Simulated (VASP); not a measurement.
# MgH2 in VASP: notebook, part 2 of 3

VASP 6.6.1. Earlier steps stand in the parts before.

## (3) Single point, PBE

This run uses another cell than the first one: it holds 6 atoms, not 3.

INCAR

```
PREC = Accurate ; ENCUT = 520
EDIFF = 1E-7 ; ISMEAR = 0
SIGMA = 0.1 ; LREAL = F
LASPH = T ; NELM = 60
ALGO = Normal ; ISIF = 2
LWAVE = F ; LCHARG = F
GGA = PE ; NBANDS = 13
```

KPOINTS

```
Automatic mesh
0
Gamma
  4 4 4
```

POSCAR

```
MgH2
1.0
    4.5742568810      0.0000000000      0.0000000000
    0.0000000000      4.5742568810      0.0000000000
    0.0000000000      0.0000000000      2.7138639189
Mg H
2 4
Direct
    0.5000000000      0.0000000000     -0.1380058643
    0.0000000000      0.5000000000     -0.1380058643
    0.7499961463      0.7499961463      0.3621002072
    0.2500038537      0.2500038537      0.3621002072
    0.2500038537      0.7499961463      0.3621002072
    0.7499961463      0.2500038537      0.3621002072
```

Potentials or basis: VASP PAW PBE potentials, release 64 (Mg, H).

Launch:

```sh
cat potpaw_PBE.64/Mg/POTCAR potpaw_PBE.64/H/POTCAR > POTCAR
mpirun -np 1 vasp_std > vasp.out
```

OUTCAR:

```text
PREC = Accurate
   ENCUT = 520
   EDIFF = 1E-7
   ISMEAR = 0
   LREAL = F
   LASPH = T
   NELM = 60
   ISIF = 2
   GGA = PE

 ion  position               nearest neighbor table
   1  0.500  0.000  0.862-   3 2.11   4 2.11   5 2.11   6 2.11   3 2.11   4 2.11   5 2.11   6 2.11
                             2 3.23   2 3.23   2 3.23   2 3.23
   2  0.000  0.500  0.862-   3 2.11   4 2.11   5 2.11   6 2.11   3 2.11   4 2.11   5 2.11   6 2.11
                             1 3.23   1 3.23   1 3.23   1 3.23
   3  0.750  0.750  0.362-   1 2.11   2 2.11   1 2.11   2 2.11
   4  0.250  0.250  0.362-   1 2.11   2 2.11   1 2.11   2 2.11
   5  0.250  0.750  0.362-   1 2.11   2 2.11   1 2.11   2 2.11
   6  0.750  0.250  0.362-   1 2.11   2 2.11   1 2.11   2 2.11

  LATTYP: Found a simple tetragonal cell.
 ALAT       =     4.5742568810
 C/A-ratio  =     0.5932906676

  Lattice vectors:

 A1 = (   4.5742568810,   0.0000000000,   0.0000000000)
 A2 = (   0.0000000000,   4.5742568810,   0.0000000000)
 A3 = (   0.0000000000,   0.0000000000,   2.7138639189)

Analysis of symmetry for initial positions (statically):
=====================================================================
 Subroutine PRICEL returns following result:

  LATTYP: Found a simple tetragonal cell.
 ALAT       =     3.2344880594
 C/A-ratio  =     0.8390397086

  Lattice vectors:

 A1 = (   2.2871284405,  -2.2871284405,   0.0000000000)
 A2 = (   2.2871284405,   2.2871284405,   0.0000000000)
 A3 = (   0.0000000000,   0.0000000000,   2.7138639189)

   2 primitive cells build up your supercell.

 Routine SETGRP: Setting up the symmetry group for a
 simple tetragonal supercell.

 Subroutine GETGRP returns: Found  8 space group operations
 (whereof  8 operations were pure point group operations)
 out of a pool of 16 trial point group operations.

The static configuration has the point symmetry C_4v.

Analysis of symmetry for dynamics (positions and initial velocities):
=====================================================================
 Subroutine PRICEL returns following result:

  LATTYP: Found a simple tetragonal cell.
 ALAT       =     3.2344880594
 C/A-ratio  =     0.8390397086

  Lattice vectors:

 A1 = (   2.2871284405,  -2.2871284405,   0.0000000000)
 A2 = (   2.2871284405,   2.2871284405,   0.0000000000)
 A3 = (   0.0000000000,   0.0000000000,   2.7138639189)

   2 primitive cells build up your supercell.

 Routine SETGRP: Setting up the symmetry group for a
 simple tetragonal supercell.

 Subroutine GETGRP returns: Found  8 space group operations
 (whereof  8 operations were pure point group operations)
 out of a pool of 16 trial point group operations.

The dynamic configuration has the point symmetry C_4v.

 Subroutine INISYM returns: Found  8 space group operations
 (whereof  8 operations are pure point group operations),
 and found     2 'primitive' translations

----------------------------------------------------------------------------------------

                                     Primitive cell

  volume of cell :      28.3922

  direct lattice vectors                    reciprocal lattice vectors
     2.287128441 -2.287128441  0.000000000     0.218614745 -0.218614745  0.000000000
[... 68 lines left out ...]
   ions per type =               2   4
   NGX,Y,Z   is equivalent  to a cutoff of  13.08, 13.08, 12.25 a.u.
   NGXF,Y,Z  is equivalent  to a cutoff of  26.17, 26.17, 24.50 a.u.
 SYSTEM =  unknown system
   PREC   = accura    normal or accurate (medium, high low for compatibility)
   ISTART =      0    job   : 0-new  1-cont  2-samecut
   ICHARG =      2    charge: 1-file 2-atom 10-const
   ISPIN  =      1    spin polarized calculation?
   LNONCOLLINEAR =      F non collinear calculations
   LSORBIT =      F    spin-orbit coupling
   LASPH  =      T    aspherical Exc in radial PAW
   ENCUT  =  520.0 eV  38.22 Ry    6.18 a.u.   8.51  8.51  5.05*2*pi/ulx,y,z
   NELM   =     60;   NELMIN=  2; NELMDL= -5     # of ELM steps
   EDIFF  = 0.1E-06   stopping-criterion for ELM
   LREAL  =      F    real-space projection
   EDIFFG = 0.1E-05   stopping-criterion for IOM
   NSW    =      0    number of steps for IOM
   IBRION =     -1    ionic relax: 0-MD 1-quasi-New 2-CG
   NFREE  =      0    steps in history (QN), initial steepest desc. (CG)
   ISIF   =      2    stress and relaxation
   ISYM   =      2    0-nonsym 1-usesym 2-fastsym
   POTIM  = 0.5000    time-step for ionic-motion
   TEBEG  =    0.0;   TEEND  =   0.0 temperature during run
   PSTRESS=    0.0 pullay stress
   NELECT =       8.0000    total number of electrons
   NUPDOWN=      -1.0000    fix difference up-down
   EMIN   =  10.00;   EMAX   =-10.00  energy-range for DOS
   EFERMI =   0.00;   METHOD = LEGACY
   ISMEAR =     0;   SIGMA  =   0.10  broadening in eV -4-tet -1-fermi 0-gaus
   EFERMI_NEDOS =   21; number of points for ismear=-14 and -15
   IALGO  =     38    algorithm
   IMIX   =      4    mixing-type and parameters
     AMIX     =   0.40;   BMIX     =  1.00
     AMIX_MAG =   1.60;   BMIX_MAG =  1.00
  volume/ion in A,a.u.               =       9.46        63.87
  Fermi-wavevector in a.u.,A,eV,Ry     =   0.851847  1.609758  9.872984  0.725644
  Thomas-Fermi vector in A             =   1.968044
   LORBIT       =      0    0 simple, 1 ext, 2 COOP (PROOUT), +10 PAW based schemes
   GGA     = PE    functional components
   LHFCALC =     F    Hartree Fock is set to
   AEXX    =    0.0000 exact exchange contribution
   IVDW    =     0    specifies the selected vdW correction
   LEPSILON=     F    determine dielectric tensor
   LRPA    =     F    only Hartree local field effects (RPA)
 non-spin polarized calculation
 Gauss-broadening in eV      SIGMA  =   0.10
  energy-cutoff  :      520.00
  volume of cell :       56.78
 maximum number of plane-waves:      1554
 NGX is ok and might be reduce to    36

 number of electron       8.0000004 magnetization

 Free energy of the ion-electron system (eV)
  ---------------------------------------------------
  ext. energy  EPLUGINS =         0.00000000
  ---------------------------------------------------
  free energy    TOTEN  =       -15.90882058 eV

  energy without entropy =      -15.90249308  energy(sigma->0) =      -15.90565683

 E-fermi :   1.8434     XC(G=0):  -8.7831

 val. band max:        1.8413843841   @ k =   0.2500   0.2500   0.5000
 cond. band min:       1.8440979305   @ k =   0.0000   0.0000   0.0000
 fundamental gap:      0.0027135464
 Fermi energy:         1.8433763865

 k-point     1 :       0.0000    0.0000    0.0000
  band No.  band energies     occupation
      1      -7.0901      2.00000
      2      -2.3097      2.00000
      3      -2.3097      2.00000
      4       1.4803      2.00000
      5       1.8441      0.99186
      6       4.0627      0.00000
      7       8.5826      0.00000
      8       8.5826      0.00000
      9      10.2014      0.00000
     10      13.4584      0.00000
     11      14.3095      0.00000
     12      16.5439      0.00000
     13      16.5439      0.00000
[... 258 lines left out ...]
  band No.  band energies     occupation
      1      -1.4841      2.00000
      2      -1.4841      2.00000
      3      -0.9262      2.00000
      4      -0.9258      2.00000
      5       4.2475      0.00000
      6       4.2479      0.00000
      7       4.3855      0.00000
      8       4.3855      0.00000
      9      11.3569      0.00000
     10      11.3569      0.00000
     11      13.8067      0.00000
     12      13.8071      0.00000
     13      15.3965      0.00000

------------------------ aborting loop because EDIFF is reached ----------------------------------------

  FORCE on cell =-STRESS in cart. coord.  units (eV):
  Direction    XX          YY          ZZ          XY          YZ          ZX
  --------------------------------------------------------------------------------------
  -------------------------------------------------------------------------------------
  Total       -0.0723563     -0.0723563     -0.1245736      0.0000000      0.0000000      0.0000000
  in kB       -2.0415407     -2.0415407     -3.5148545      0.0000000      0.0000000      0.0000000
  external PRESSURE =      -2.5326453 kB  Pullay stress =       0.0000000 kB

 VOLUME and BASIS-vectors are now :
 -----------------------------------------------------------------------------
  energy-cutoff  :      520.00
  volume of cell :       56.78
      direct lattice vectors                 reciprocal lattice vectors
     4.574256881  0.000000000  0.000000000     0.218614745  0.000000000  0.000000000
     0.000000000  4.574256881  0.000000000     0.000000000  0.218614745  0.000000000
     0.000000000  0.000000000  2.713863919     0.000000000  0.000000000  0.368478314

 POSITION                                       TOTAL-FORCE (eV/Angst)
 -----------------------------------------------------------------------------------
      2.28713      0.00000      2.33933         0.000000      0.000000      0.000683
      0.00000      2.28713      2.33933        -0.000000      0.000000      0.000683
      3.43068      3.43068      0.98269        -0.000000     -0.000000     -0.000341
      1.14358      1.14358      0.98269        -0.000000     -0.000000     -0.000341
      1.14358      3.43068      0.98269        -0.000000     -0.000000     -0.000341
      3.43068      1.14358      0.98269        -0.000000     -0.000000     -0.000341
 -----------------------------------------------------------------------------------
    total drift:                                0.000000      0.000000      0.000016

  FREE ENERGIE OF THE ION-ELECTRON SYSTEM (eV)
  ---------------------------------------------------
  free  energy   TOTEN  =       -15.9088205814 eV

  energy  without entropy=      -15.9024930798  energy(sigma->0) =      -15.90565683
```

OSZICAR:

```text
N       E                     dE             d eps       ncg     rms          rms(c)
DAV:   1     0.639496898226E+00    0.63950E+00   -0.28648E+03   468   0.474E+02
DAV:   2    -0.163207563510E+02   -0.16960E+02   -0.15800E+02   574   0.749E+01
DAV:   3    -0.171404940885E+02   -0.81974E+00   -0.80923E+00   598   0.148E+01
DAV:   4    -0.171435146063E+02   -0.30205E-02   -0.30203E-02   533   0.997E-01
DAV:   5    -0.171435461679E+02   -0.31562E-04   -0.31562E-04   608   0.106E-01    0.609E+00
DAV:   6    -0.161890959158E+02    0.95445E+00   -0.52601E-01   473   0.310E+00    0.290E+00
DAV:   7    -0.159017750404E+02    0.28732E+00   -0.68726E-01   523   0.353E+00    0.518E-01
DAV:   8    -0.159100813680E+02   -0.83063E-02   -0.21645E-02   518   0.734E-01    0.215E-01
DAV:   9    -0.159088090528E+02    0.12723E-02   -0.22169E-03   528   0.207E-01    0.341E-02
DAV:  10    -0.159088065588E+02    0.24940E-05   -0.12085E-04   558   0.568E-02    0.189E-02
DAV:  11    -0.159088205691E+02   -0.14010E-04   -0.24711E-05   538   0.215E-02    0.264E-03
DAV:  12    -0.159088205814E+02   -0.12257E-07   -0.42326E-07   565   0.346E-03
   1 F= -.15908821E+02 E0= -.15905657E+02  d E =-.632750E-02
```

stdout:

```text
POSCAR found type information on POSCAR MgH
 POSCAR found :  2 types and       6 ions
 scaLAPACK will be used
 LDA part: xc-table for (Slater+PW92), standard interpolation
 POSCAR, INCAR and KPOINTS ok, starting setup
 FFT: planning ... GRIDC
 FFT: planning ... GRID_SOFT
 FFT: planning ... GRID
 WAVECAR not read
 entering main loop
```

It took 6.4 s on 1 thread of AMD EPYC 9R45 (Zen 5), shared host; peak memory 0.13 GiB.

Results:

```
Free energy            : -15.9088 eV
Pressure               : -0.3 GPa
Band gap on the k mesh : zero (band 4 reaches 2.35 eV, above the bottom of band 5 at 1.84 eV)
```

Stress tensor (GPa, compression positive):
```
-0.20  0.00  0.00
 0.00 -0.20  0.00
 0.00  0.00 -0.35
```

Caveat: the k points lie up to 0.58 Å⁻¹ apart.

(Continued in part 3 of 3.)
